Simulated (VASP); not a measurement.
Input of a VASP 6.6.1 run:

The input INCAR:

```
  ALGO = Normal
  EDIFF = 1E-6
  ENCUT = 700
  GGA = PE
  GGA_COMPAT = F
  ISIF = 2
  ISMEAR = -1
  ISPIN = 2
  LASPH = T
  LCHARG = F
  LMAXMIX = 4
  LORBIT = 11
  LREAL = F
  LWAVE = F
  MAGMOM = 3 0 0
  NBANDS = 24
  NELM = 200
  PREC = Accurate
  SIGMA = 0.05
```

The input KPOINTS:

```
k-points
0
Gamma
  10 10 10
```

Contents of POSCAR:

```
CrO2
1.0
    1.5191904746      0.8771050295      4.8838983138
   -1.5191904746      0.8771050295      4.8838983138
    0.0000000000     -1.7542100590      4.8838983138
Cr O
1 2
Direct
    0.5000000000      0.5000000000      0.5000000000
    0.2309180000      0.2309180000      0.2309180000
    0.7690820000      0.7690820000      0.7690820000
```

Potentials or basis: VASP PAW PBE potentials, release 64 (Cr_sv, O).

Run with:

```console
$ cat potpaw_PBE.64/Cr_sv/POTCAR potpaw_PBE.64/O/POTCAR > POTCAR
$ mpirun -np 1 vasp_std > vasp.out
```

Task: Estimate the band gap on the k mesh.

Result: Zero (filled and empty bands overlap).

Task: What does it give for the site moments?

Result: Cr +2.04; O -0.12 μB.

Task: Estimate the net moment.

Result: 2.00 μB per cell.

Task: Estimate the pressure.

Result: -16.0 GPa.

Stress tensor (GPa, compression positive):
```
-20.07   0.00   0.00
  0.00 -20.07   0.00
  0.00   0.00  -7.78
```

Caveat: the stress differs along the axes, from -20 to -8 GPa; a cell with one magnetic atom can't hold antiferromagnetic order, which such compounds often take; semilocal functionals often make such compounds metallic where correlation or magnetic order opens a gap, which also shifts bond lengths; forces of over 1 eV/Å act on the atoms, so gaps and moduli don't describe the material at rest. With open d or f shells a metallic result of PBE can be an artefact of self-interaction; +U or a hybrid may open a gap.
